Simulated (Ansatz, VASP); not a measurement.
**Two plane-wave programs on Ni**

Contents of INCAR:

```
SYSTEM = Ni
PREC     = Accurate       ! precision mode
ENCUT    = 600            ! plane-wave cutoff, eV
EDIFF    = 1E-6           ! SCF threshold, eV
ISMEAR   = -1             ! smearing method
SIGMA    = 0.003          ! smearing width, eV
LREAL    = .False.        ! projectors in reciprocal space
LASPH    = .True.         ! aspherical terms in the spheres
NELM     = 200            ! most SCF steps
ALGO     = Normal         ! electronic algorithm
ISIF     = 2              ! what is computed and relaxed
LWAVE    = .False.        ! write WAVECAR
LCHARG   = .False.        ! write CHGCAR
ISPIN    = 2              ! spin polarisation
MAGMOM   = 2              ! initial moments
LORBIT   = 11             ! projections on sites
LMAXMIX  = 4              ! l up to which the mixer works
GGA      = PE             ! functional
NBANDS   = 15             ! bands
GGA_COMPAT= .False.
```

KPOINTS

```
Automatic mesh
0
Gamma
  14 14 14
  0 0 0
```

File POSCAR:

```
Ni
1.0
    0.0000000000      1.7672600000      1.7672600000
    1.7672600000      0.0000000000      1.7672600000
    1.7672600000      1.7672600000      0.0000000000
Ni
1
Direct
    0.0000000000      0.0000000000      0.0000000000
```

Input for Ansatz:

```yaml
crystal:
  lattice:
    - [0.0, 1.76726, 1.76726]
    - [1.76726, 0.0, 1.76726]
    - [1.76726, 1.76726, 0.0]
  atoms:
    - { symbol: Ni, position: [0.0, 0.0, 0.0], spin: 2.0 }
magnetization:
  spin_polarized: true
hamiltonian:
  xc: pbe
  pseudopotentials: { kind: paw }
basis:
  ecutwfc: 420
kpoints:
  mp_grid: { grid: [14, 14, 14] }
scf:
  occupations: { method: fermi_dirac, width: 0.003 }
  lower_state_search: "off"
  algorithm: density_mixing
  max_iter: 50
  mixing: {}
output:
  forces: true
  stress: true
```

Alike in both runs: task single point; functional PBE; k mesh 14 × 14 × 14; occupations fermi-dirac, width 0.003 eV; collinear spin.

```csv
,VASP,Ansatz
version,VASP 6.6.1,Ansatz 0.2.0
potentials or method,"VASP PAW PBE potentials, release 64 (Ni), cutoff 600 eV","PAW, plane waves, scalar-relativistic"
valence electrons in the cell,10,18
```

Ansatz gave:

```
pressure (GPa)                                                : -2.3
net moment per atom (μB)                                      : 0.68
size of the moment on the site where the two differ most (μB) : 0.72
```

Problem. What did VASP give for the same quantities?

Solution. Pressure (GPa): -3.1; net moment per atom (μB): 0.58; size of the moment on the site where the two differ most (μB): 0.60.

Site moments also hang on the region over which each program counts them. VASP's potentials hold 10 valence electrons a cell and Ansatz's 18, so a difference there can come from the potentials and not from the codes.
